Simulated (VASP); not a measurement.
Write the native input for VASP 6.6.1 that does the following.

- Task: single point
- Functional: PBEsol
- Potentials or basis: VASP PAW PBE potentials, release 64 (Ge_d)
- Cutoff: 520 eV
- k mesh: 11 × 11 × 3
- Occupations: gaussian, width 0.15 eV
- Spin: no spin polarisation
- Dipole correction: no
- Further INCAR settings: ALGO = Normal; EDIFF = 1e-06; NBANDS = 66

The structure of Ge lies in POSCAR:

```
Ge
1.0
   -2.0020822485     -3.4677081753      0.0000000000
    2.0020822485     -3.4677081753      0.0000000000
    0.0000000000      0.0000000000     12.8450496104
Ge
8
Direct
    0.0000000000      0.0000000000      0.1604696119
    0.0000000000      0.0000000000      0.3512080386
    0.0000000000      0.0000000000      0.6721472624
    0.0000000000      0.0000000000      0.8628856891
    0.6666666667      0.6666666667      0.0963378834
    0.3333333333      0.3333333333      0.4153397671
    0.3333333333      0.3333333333      0.6080155339
    0.6666666667      0.6666666667      0.9270174176
```

One way to write it, as run:

INCAR

```
SYSTEM = Ge
PREC = Accurate
ENCUT = 520
EDIFF = 1E-6
ISMEAR = 0
SIGMA = 0.15
LREAL = .FALSE.
LASPH = .TRUE.
NELM = 100
ALGO = Normal
ISIF = 2
LWAVE = .FALSE.
LCHARG = .FALSE.
GGA = PS
NBANDS = 66
```

KPOINTS

```
Automatic mesh
0
G
  11 11 3
  0 0 0
```

Potentials or basis: VASP PAW PBE potentials, release 64 (Ge_d).

The run is started by

```sh
$ cat potpaw_PBE.64/Ge_d/POTCAR > POTCAR
$ mpirun -np 1 vasp_std > vasp.out
```

Results of the run:

```
Pressure               : 2.5 GPa
Largest force          : 3.564 eV/Å
Band gap on the k mesh : zero (band 56 reaches 5.16 eV, above the bottom of band 57 at 4.97 eV)
```

Caveat: the PAW data sets were made with another functional, which shifts forces and pressure a little.

Wall time 8.1 min on 1 thread of Oxide Virtual Turin-like Processor, on a shared host, peak memory 0.38 GiB.
